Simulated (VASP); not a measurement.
Sn, 2 atoms in the cell. The structure is cubic, space group Fd-3m (No. 227). Conventional cell: a = 6.491 Å, b = 6.491 Å, c = 6.491 Å, α = 90.00°, β = 90.00°, γ = 90.00°. Within 3.7 Å of Sn (site symmetry -43m) lie 4 Sn at 2.81 Å. This isn't the form of Sn at room conditions, which is tetragonal (white tin).

| Property | Result |
| --- | --- |
| Program | VASP 6.6.1 |
| Task | single point |
| Functional | PBEsol |
| Potentials or basis | VASP PAW PBE potentials, release 64 (Sn_d) |
| Cutoff | 520 eV |
| k mesh | 9 × 9 × 9 |
| Occupations | fermi-dirac, width 0.03 eV |
| Spin | no spin polarisation |
| Dipole correction | no |
| Further INCAR settings | ALGO = Normal; EDIFF = 1e-06; NBANDS = 21 |

Potentials or basis: VASP PAW PBE potentials, release 64 (Sn_d).

Run with:

```sh
$ cat potpaw_PBE.64/Sn_d/POTCAR > POTCAR
$ mpirun -np 1 vasp_std > vasp.out
```

Hardware: 1 thread of Intel Xeon 8259CL, on a shared host.

Question: Estimate the wall time of this run.

Answer: Run time: 70 s on 1 thread of Intel Xeon 8259CL, on a shared host, peak memory 0.22 GiB. Counts: scf iterations 12, k points 35.
